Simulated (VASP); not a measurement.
LiH:

```xyz
4
Lattice="4.3668 0.0000 0.0000 0.0000 2.9448 0.0000 -0.7777 0.0000 5.7544" Properties=species:S:1:pos:R:3 pbc="T T T"
Li    0.0000    0.0000    0.0000
Li   -0.3888    1.4724    2.8772
H     4.1272    0.0000    1.6497
H    -0.5381    0.0000    4.1047
```

This cell differs from its parent crystal: atoms taken out.

* Program: VASP 6.6.1
* Task: relaxation of cell and atoms
* Functional: PBE
* Potentials or basis: VASP PAW PBE potentials, release 64 (Li_sv, H)
* Cutoff: 600 eV
* k mesh: 6 × 10 × 6
* Occupations: gaussian, width 0.02 eV
* Spin: no spin polarisation

At the start: pressure -0.0 GPa; volume 18.50 Å³/atom.

Task: How do energy, volume and symmetry change on relaxing?

Result: Over 43 steps the energy falls by 122.0 meV/atom and the volume is 9.63 Å³/atom (-47.9 %); space group P2/m (No. 10, to 0.1 Å) before and after.

The path:
| step | energy change (eV) | largest force (eV/Å) | pressure (GPa) | volume (Å³) |
| --- | --- | --- | --- | --- |
| 1 | 0.0000 | 0.0272 | -0.04 | 74.00 |
| 3 | -0.0009 | 0.0323 | -0.12 | 73.81 |
| 5 | -0.0026 | 0.0253 | -0.05 | 73.07 |
| 7 | -0.0085 | 0.0223 | 0.25 | 69.70 |
| 9 | -0.0112 | 0.0315 | 0.56 | 66.39 |
| 11 | -0.0121 | 0.0316 | 0.56 | 66.12 |
| 13 | -0.0161 | 0.0303 | 0.58 | 64.91 |
| 15 | -0.0257 | 0.0255 | 0.57 | 59.85 |
| 17 | -0.0390 | 0.0223 | 0.21 | 57.58 |
| 19 | -0.0399 | 0.0318 | 0.14 | 57.10 |
| 21 | -0.0747 | 0.1031 | 0.00 | 56.81 |
| 23 | -0.0817 | 0.1986 | -0.05 | 56.55 |
| 25 | -0.1291 | 0.0636 | -1.31 | 55.89 |
| 27 | -0.1474 | 0.2328 | -2.23 | 55.11 |
| 29 | -0.1980 | 0.2955 | -2.53 | 52.31 |
| 31 | -0.3005 | 0.3703 | -2.23 | 45.47 |
| 33 | -0.4498 | 0.1272 | 0.97 | 37.26 |
| 35 | -0.4721 | 0.0360 | 1.74 | 36.15 |
| 37 | -0.4856 | 0.0540 | -0.04 | 38.20 |
| 39 | -0.4865 | 0.0308 | 0.00 | 38.24 |
| 41 | -0.4873 | 0.0223 | 0.01 | 38.37 |
| 43 | -0.4878 | 0.0084 | 0.01 | 38.52 |

Final structure:
```xyz
4
Lattice="2.5252 0.0000 -1.0837 0.0000 2.8011 0.0000 -1.5623 0.0000 6.1165" Properties=species:S:1:pos:R:3 pbc="T T T"
Li   -1.5623    0.0000    6.1165
Li   -0.7811    1.4006    3.0583
H     1.8265    0.0000    0.6448
H    -0.8636    2.8011    4.3881
```

Caveat: the cell differs from its parent crystal (atoms taken out); the cutoff is under 1.25 times the usual one of these potentials, so pressure, stress and relaxed cells hold a basis-set (Pulay) error; the volume moved by over 15 % at a fixed basis, so the end points are rough.
